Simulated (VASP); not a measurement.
# Ga2O3 (C2/m) in VASP: single point with PBE

Aim: the single point of Ga2O3 with PBE.

Everything below comes from runs of VASP 6.6.1. Logs are shortened: lines on timing, memory, paths and dates and some standing lists are left out, and cuts for length are marked.

## Step 1: The cell of the first run

It takes space group C2/m (No. 12, monoclinic). Conventional cell: a = 12.454 Å, b = 3.083 Å, c = 5.878 Å, α = 90.00°, β = 103.70°, γ = 90.00°. Within 2.6 Å of Ga (site symmetry m) lie 6 O at 1.97 to 2.11 Å. Ga (site symmetry m) has 4 O at 1.86 to 1.90 Å within 2.5 Å. Within 2.5 Å of O (site symmetry m) lie 3 Ga at 1.86 to 1.97 Å. Within 2.5 Å of O (site symmetry m) lie 4 Ga at 1.90 to 2.11 Å. O (site symmetry m) has 3 Ga at 1.86 to 1.97 Å within 2.5 Å.

## Step 2: Single point, PBE

The input, INCAR:

```
PREC = Accurate
ENCUT = 520
EDIFF = 1E-6
ISMEAR = 0
SIGMA = 0.02
LREAL = False
LASPH = True
NELM = 60
ALGO = Normal
ISIF = 2
LWAVE = False
LCHARG = False
GGA = PE
NBANDS = 55
```

The input, KPOINTS:

```
Automatic mesh
0
Gamma
  10 10 6
```

The input, POSCAR:

```
Ga2O3
1.0
    6.2270971332     -1.5416465108      0.0062236373
    6.2270971332      1.5416465108      0.0062236373
   -1.3979838532      0.0000000000      5.7089373143
Ga O
4 6
Direct
    0.3414969643      0.3414969643      0.6858233290
    0.6585030357      0.6585030357      0.3141766710
    0.9100736973      0.9100736973      0.2052722559
    0.0899263027      0.0899263027      0.7947277441
    0.5039752989      0.5039752989      0.7433114353
    0.4960247011      0.4960247011      0.2566885647
    0.8263047177      0.8263047177      0.4356657521
    0.1736952823      0.1736952823      0.5643342479
    0.1635091201      0.1635091201      0.1092019382
    0.8364908799      0.8364908799      0.8907980618
```

Potentials or basis: VASP PAW PBE potentials, release 64 (Ga_d, O).

Launch:

```bash
> cat potpaw_PBE.64/Ga_d/POTCAR potpaw_PBE.64/O/POTCAR > POTCAR
> mpirun -np 1 vasp_std > vasp.out
```

OUTCAR:

```text
PREC = Accurate
   ENCUT = 520
   EDIFF = 1E-6
   ISMEAR = 0
   LREAL = False
   LASPH = True
   NELM = 60
   ISIF = 2
   GGA = PE

 ion  position               nearest neighbor table
   1  0.341  0.341  0.686-  10 1.97  10 1.97   5 1.97   8 2.04   7 2.11   7 2.11
   2  0.659  0.659  0.314-   9 1.97   9 1.97   6 1.97   7 2.04   8 2.11   8 2.11
   3  0.910  0.910  0.205-  10 1.86   6 1.86   6 1.86   7 1.90
   4  0.090  0.090  0.795-   9 1.86   5 1.86   5 1.86   8 1.90
   5  0.504  0.504  0.743-   4 1.86   4 1.86   1 1.97
   6  0.496  0.496  0.257-   3 1.86   3 1.86   2 1.97
   7  0.826  0.826  0.436-   3 1.90   2 2.04   1 2.11   1 2.11
   8  0.174  0.174  0.564-   4 1.90   1 2.04   2 2.11   2 2.11
   9  0.164  0.164  0.109-   4 1.86   2 1.97   2 1.97
  10  0.836  0.836  0.891-   3 1.86   1 1.97   1 1.97

  LATTYP: Found a base centered monoclinic cell.
 ALAT       =    12.4542004866
 B/A-ratio  =     0.2475705305
 C/A-ratio  =     0.4719381317
 COS(beta)  =    -0.2368780665

  Lattice vectors:

 A1 = (   6.2270971332,  -1.5416465108,   0.0062236373)
 A2 = (   6.2270971332,   1.5416465108,   0.0062236373)
 A3 = (  -1.3979838532,   0.0000000000,   5.7089373143)

Analysis of symmetry for initial positions (statically):
=====================================================================
 Subroutine PRICEL returns:
 Original cell was already a primitive cell.

 Routine SETGRP: Setting up the symmetry group for a
 base centered monoclinic supercell.

 Subroutine GETGRP returns: Found  4 space group operations
 (whereof  4 operations were pure point group operations)
 out of a pool of  4 trial point group operations.

The static configuration has the point symmetry C_2h.

Analysis of symmetry for dynamics (positions and initial velocities):
=====================================================================
 Subroutine PRICEL returns:
 Original cell was already a primitive cell.

 Routine SETGRP: Setting up the symmetry group for a
 base centered monoclinic supercell.

 Subroutine GETGRP returns: Found  4 space group operations
 (whereof  4 operations were pure point group operations)
 out of a pool of  4 trial point group operations.

The dynamic configuration has the point symmetry C_2h.

 Subroutine INISYM returns: Found  4 space group operations
 (whereof  4 operations are pure point group operations),
 and found     1 'primitive' translations

----------------------------------------------------------------------------------------

                                     Primitive cell

  volume of cell :     109.6382

  direct lattice vectors                    reciprocal lattice vectors
     6.227097133 -1.541646511  0.006223637     0.080274588 -0.324328565  0.019657350
     6.227097133  1.541646511  0.006223637     0.080274588  0.324328565  0.019657350
    -1.397983853  0.000000000  5.708937314    -0.000175024  0.000000000  0.175121089

  length of vectors
     6.415095588  6.415095588  5.877612110     0.334693052  0.334693052  0.175121176

  position of ions in fractional coordinates (direct lattice)
     0.341496964  0.341496964  0.685823329
     0.658503036  0.658503036  0.314176671
     0.910073697  0.910073697  0.205272256
     0.089926303  0.089926303  0.794727744
     0.503975299  0.503975299  0.743311435
     0.496024701  0.496024701  0.256688565
     0.826304718  0.826304718  0.435665752
     0.173695282  0.173695282  0.564334248
     0.163509120  0.163509120  0.109201938
     0.836490880  0.836490880  0.890798062

  ion indices of the primitive-cell ions
   primitive index   ion index
                 1           1
                 2           2
                 3           3
                 4           4
                 5           5
                 6           6
                 7           7
                 8           8
                 9           9
                10          10

----------------------------------------------------------------------------------------

 KPOINTS: Automatic mesh

Automatic generation of k-mesh.
 Grid dimensions read from file:
 generate k-points for:   10   10    6

 Generating k-lattice:

  Cartesian coordinates                     Fractional coordinates (reciprocal lattice)
     0.008027459 -0.032432856  0.001965735     0.100000000 -0.000000000  0.000000000
     0.008027459  0.032432856  0.001965735    -0.000000000  0.100000000  0.000000000
    -0.000029171  0.000000000  0.029186848     0.000000000  0.000000000  0.166666667

  Length of vectors
     0.033469305  0.033469305  0.029186863

  Shift w.r.t. Gamma in fractional coordinates (k-lattice)
     0.000000000  0.000000000  0.000000000

 Subroutine IBZKPT returns following result:
 ===========================================

 Found    172 irreducible k-points:

 Following reciprocal coordinates:
            Coordinates               Weight
  0.000000  0.000000  0.000000      1.000000
  0.100000  0.000000 -0.000000      4.000000
  0.200000  0.000000 -0.000000      4.000000
  0.300000 -0.000000 -0.000000      4.000000
  0.400000  0.000000 -0.000000      4.000000
  0.500000 -0.000000 -0.000000      2.000000
[... 16 lines left out ...]
  0.300000  0.300000  0.000000      2.000000
  0.400000  0.300000 -0.000000      4.000000
 [... further k-points ...]
   k-points           NKPTS =    172   k-points in BZ     NKDIM =    172   number of bands    NBANDS=     55
   number of dos      NEDOS =    301   number of ions     NIONS =     10
   total plane-waves  NPLWV = 110592
   dimension x,y,z NGX =    48 NGY =   48 NGZ =   48
   dimension x,y,z NGXF=    96 NGYF=   96 NGZF=   96
   ions per type =               4   6
   NGX,Y,Z   is equivalent  to a cutoff of  12.44, 12.44, 13.58 a.u.
   NGXF,Y,Z  is equivalent  to a cutoff of  24.88, 24.88, 27.15 a.u.
 SYSTEM =  unknown system
   PREC   = accura    normal or accurate (medium, high low for compatibility)
   ISTART =      0    job   : 0-new  1-cont  2-samecut
   ICHARG =      2    charge: 1-file 2-atom 10-const
   ISPIN  =      1    spin polarized calculation?
   LNONCOLLINEAR =      F non collinear calculations
   LSORBIT =      F    spin-orbit coupling
   LASPH  =      T    aspherical Exc in radial PAW
   ENCUT  =  520.0 eV  38.22 Ry    6.18 a.u.  11.93 11.93 10.93*2*pi/ulx,y,z
   NELM   =     60;   NELMIN=  2; NELMDL= -5     # of ELM steps
   EDIFF  = 0.1E-05   stopping-criterion for ELM
   LREAL  =      F    real-space projection
   EDIFFG = 0.1E-04   stopping-criterion for IOM
   NSW    =      0    number of steps for IOM
   IBRION =     -1    ionic relax: 0-MD 1-quasi-New 2-CG
   NFREE  =      0    steps in history (QN), initial steepest desc. (CG)
   ISIF   =      2    stress and relaxation
   ISYM   =      2    0-nonsym 1-usesym 2-fastsym
   POTIM  = 0.5000    time-step for ionic-motion
   TEBEG  =    0.0;   TEEND  =   0.0 temperature during run
   PSTRESS=    0.0 pullay stress
   NELECT =      88.0000    total number of electrons
   NUPDOWN=      -1.0000    fix difference up-down
   EMIN   =  10.00;   EMAX   =-10.00  energy-range for DOS
   EFERMI =   0.00;   METHOD = LEGACY
   ISMEAR =     0;   SIGMA  =   0.02  broadening in eV -4-tet -1-fermi 0-gaus
   EFERMI_NEDOS =   21; number of points for ismear=-14 and -15
   IALGO  =     38    algorithm
   IMIX   =      4    mixing-type and parameters
     AMIX     =   0.40;   BMIX     =  1.00
     AMIX_MAG =   1.60;   BMIX_MAG =  1.00
  volume/ion in A,a.u.               =      10.96        73.99
  Fermi-wavevector in a.u.,A,eV,Ry     =   1.521417  2.875062 31.493556  2.314711
  Thomas-Fermi vector in A             =   2.630135
   LORBIT       =      0    0 simple, 1 ext, 2 COOP (PROOUT), +10 PAW based schemes
   GGA     = PE    functional components
   LHFCALC =     F    Hartree Fock is set to
   AEXX    =    0.0000 exact exchange contribution
   IVDW    =     0    specifies the selected vdW correction
   LEPSILON=     F    determine dielectric tensor
   LRPA    =     F    only Hartree local field effects (RPA)
 non-spin polarized calculation
 Gauss-broadening in eV      SIGMA  =   0.02
  energy-cutoff  :      520.00
  volume of cell :      109.64
 maximum number of plane-waves:      2970
   NGX = 23   NGY = 23   NGZ = 21

 number of electron      87.9999987 magnetization

 Free energy of the ion-electron system (eV)
  ---------------------------------------------------
  ext. energy  EPLUGINS =         0.00000000
  ---------------------------------------------------
  free energy    TOTEN  =       -59.67819445 eV

  energy without entropy =      -59.67819445  energy(sigma->0) =      -59.67819445

 E-fermi :   3.5480     XC(G=0): -11.3740

 val. band max:        3.4399697911   @ k =   0.5000   0.4000   0.5000
 cond. band min:       5.4347713051   @ k =   0.0000   0.0000   0.0000
 fundamental gap:      1.9948015141
 Fermi energy:         3.5479675098

 k-point     1 :       0.0000    0.0000    0.0000
  band No.  band energies     occupation
      1     -15.1864      2.00000
      2     -14.1284      2.00000
      3     -14.0984      2.00000
      4     -13.9950      2.00000
      5     -13.5524      2.00000
      6     -13.5460      2.00000
[... 47 lines left out ...]
     54      15.4414      0.00000
     55      15.6380      0.00000

 k-point     2 :       0.1000    0.0000   -0.0000
  band No.  band energies     occupation
      1     -15.1139      2.00000
      2     -14.1062      2.00000
      3     -14.0969      2.00000
      4     -13.9418      2.00000
      5     -13.5557      2.00000
      6     -13.5469      2.00000
[... 47 lines left out ...]
     54      14.7983      0.00000
     55      15.0966      0.00000

 k-point     3 :       0.2000    0.0000   -0.0000
  band No.  band energies     occupation
      1     -14.9106      2.00000
      2     -14.0813      2.00000
      3     -14.0260      2.00000
      4     -13.8453      2.00000
      5     -13.5629      2.00000
      6     -13.5494      2.00000
[... 1152 lines left out ...]
 k-point    23 :       0.3000    0.3000    0.0000
  band No.  band energies     occupation
      1     -15.0389      2.00000
      2     -14.4799      2.00000
      3     -14.1155      2.00000
      4     -13.7868      2.00000
      5     -13.5620      2.00000
      6     -13.5468      2.00000
[... 47 lines left out ...]
     54      15.3016      0.00000
     55      15.5043      0.00000

 k-point    24 :       0.4000    0.3000   -0.0000
  band No.  band energies     occupation
      1     -14.9261      2.00000
      2     -14.5083      2.00000
      3     -14.0843      2.00000
      4     -13.7574      2.00000
      5     -13.5633      2.00000
      6     -13.5487      2.00000
[... 47 lines left out ...]
     54      14.4736      0.00000
     55      15.7029      0.00000

 [... further k-points ...]

------------------------ aborting loop because EDIFF is reached ----------------------------------------

  FORCE on cell =-STRESS in cart. coord.  units (eV):
  Direction    XX          YY          ZZ          XY          YZ          ZX
  --------------------------------------------------------------------------------------
  -------------------------------------------------------------------------------------
  Total        0.3626833      0.4650573      0.3642666      0.0000000      0.0000000      0.0196107
  in kB        5.3000041      6.7960268      5.3231410      0.0000000      0.0000000      0.2865769
  external PRESSURE =       5.8063906 kB  Pullay stress =       0.0000000 kB

 VOLUME and BASIS-vectors are now :
 -----------------------------------------------------------------------------
  energy-cutoff  :      520.00
  volume of cell :      109.64
      direct lattice vectors                 reciprocal lattice vectors
     6.227097133 -1.541646511  0.006223637     0.080274588 -0.324328565  0.019657350
     6.227097133  1.541646511  0.006223637     0.080274588  0.324328565  0.019657350
    -1.397983853  0.000000000  5.708937314    -0.000175024  0.000000000  0.175121089

 POSITION                                       TOTAL-FORCE (eV/Angst)
 -----------------------------------------------------------------------------------
      3.29430      0.00000      3.91957         0.010508      0.000000      0.003197
      7.76191      0.00000      1.80181        -0.010508      0.000000     -0.003197
     11.04727      0.00000      1.18321        -0.001387      0.000000     -0.005821
      0.00894      0.00000      4.53817         0.001387      0.000000      0.005821
      5.23747      0.00000      4.24979        -0.003129      0.000000     -0.005875
      5.81874      0.00000      1.47159         0.003129      0.000000      0.005875
      9.68191      0.00000      2.49747         0.009221      0.000000      0.001936
      1.37430      0.00000      3.22391        -0.009221      0.000000     -0.001936
      1.88371      0.00000      0.62546         0.020688      0.000000     -0.016232
      9.17250      0.00000      5.09592        -0.020688      0.000000      0.016232
 -----------------------------------------------------------------------------------
    total drift:                                0.000000      0.000000      0.000000

  FREE ENERGIE OF THE ION-ELECTRON SYSTEM (eV)
  ---------------------------------------------------
  free  energy   TOTEN  =       -59.6781944496 eV

  energy  without entropy=      -59.6781944496  energy(sigma->0) =      -59.67819445
```

It took 36 min on 1 thread of Oxide Virtual Turin-like, shared host; peak memory 0.81 GiB.

Results:

- Free energy: -59.6782 eV
- Pressure: 0.6 GPa
- Largest force: 0.026 eV/Å
- Band gap on the k mesh: 1.99 eV (least direct gap 2.02 eV)

Forces in eV/Å, atoms in the order of the input:
```
Ga   0.011  0.000  0.003
Ga  -0.011  0.000 -0.003
Ga  -0.001  0.000 -0.006
Ga   0.001  0.000  0.006
O   -0.003  0.000 -0.006
O    0.003  0.000  0.006
O    0.009  0.000  0.002
O   -0.009  0.000 -0.002
O    0.021  0.000 -0.016
O   -0.021  0.000  0.016
```
